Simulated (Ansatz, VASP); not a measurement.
## Two plane-wave programs on InSe

```
CELL_PARAMETERS angstrom
4.02661 0.00000 0.00000
-2.01331 3.48715 0.00000
0.00000 0.00000 28.27071
ATOMIC_POSITIONS crystal
Se 0.00000 0.00000 0.15918
Se 0.00000 0.00000 0.34967
Se 0.22222 0.66667 0.45968
Se 0.22222 0.66667 0.65017
In 0.66667 0.33333 0.20500
In 0.66667 0.33333 0.30385
In 0.55556 0.33333 0.50550
In 0.55556 0.33333 0.60435
```

Alike in both runs: task single point; functional PBE; dispersion D3(BJ); k mesh 9 × 9 × 1; occupations gaussian, width 0.05 eV; no spin polarisation.

|  | VASP | Ansatz |
| --- | --- | --- |
| version | VASP 6.6.1 | Ansatz 0.2.0 |
| potentials or method | VASP PAW PBE potentials, release 64 (Se, In_d), cutoff 520 eV | scalar-relativistic, plane waves, PAW |
| valence electrons in the cell | 76 | 116 |

|  | VASP | Ansatz | Ansatz less VASP |
| --- | --- | --- | --- |
| gap on the k mesh at the Fermi level (eV) | 1.08 | 1.09 | +0.011 |
| least direct gap on the mesh (eV) | 1.14 | 1.15 | +0.010 |
| rms of the force components (eV/Å) | 0.016 | 0.017 | +0.0006 |

VASP's potentials hold 76 valence electrons a cell and Ansatz's 116, so a difference there can come from the potentials and not from the codes.
